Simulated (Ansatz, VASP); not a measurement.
**S3O: VASP beside Ansatz**

```
S O
1.0
     4.29825    0.00000    0.00000
     0.00000    4.29825    0.00000
     0.00000    0.00000    4.29825
S O
3 1
Direct
  0.50000 0.00000 0.50000
  0.00000 0.50000 0.50000
  0.50000 0.50000 0.00000
  0.00000 0.00000 0.00000
```

Change from the starting cell: species swapped into the HfRh3 type (Pm-3m, No. 221).

Alike in both runs: task relaxation of cell and atoms; functional PBE; dispersion D3(BJ); k mesh 4 × 4 × 4; occupations gaussian, width 0.1 eV; collinear spin.

|  | VASP | Ansatz |
| --- | --- | --- |
| version | VASP 6.6.1 | Ansatz 0.2.0 |
| potentials or method | VASP PAW PBE potentials, release 64 (S, O), cutoff 600 eV | scalar-relativistic, plane waves, PAW |
| valence electrons in the cell | 24 | 24 |

|  | VASP | Ansatz | Ansatz less VASP |
| --- | --- | --- | --- |
| gap on the k mesh at the Fermi level, each at its own relaxed structure (eV) | none | none | - |
| net moment per atom (μB) | 0.00 | 0.30 | +0.303 |
| size of the moment on the site where the two differ most (μB) | 0.00 | 0.96 | +0.960 |
| relaxed volume (Å³/atom) | 12.79 | 12.96 | +0.174 |
| relaxed length of the cell vector where the two differ most in proportion (Å) | 3.712 | 3.729 | +0.0168 |

The net moments are unlike, so the other rows may belong to different states. Site moments also hang on the region over which each program counts them. A gap of «none» marks a metal or a gap that the smearing closes.

The k mesh is coarse, so the values compare programs but aren't converged. Noted on VASP's run: the volume moved by over 15 % at a fixed basis, so the end points are rough.
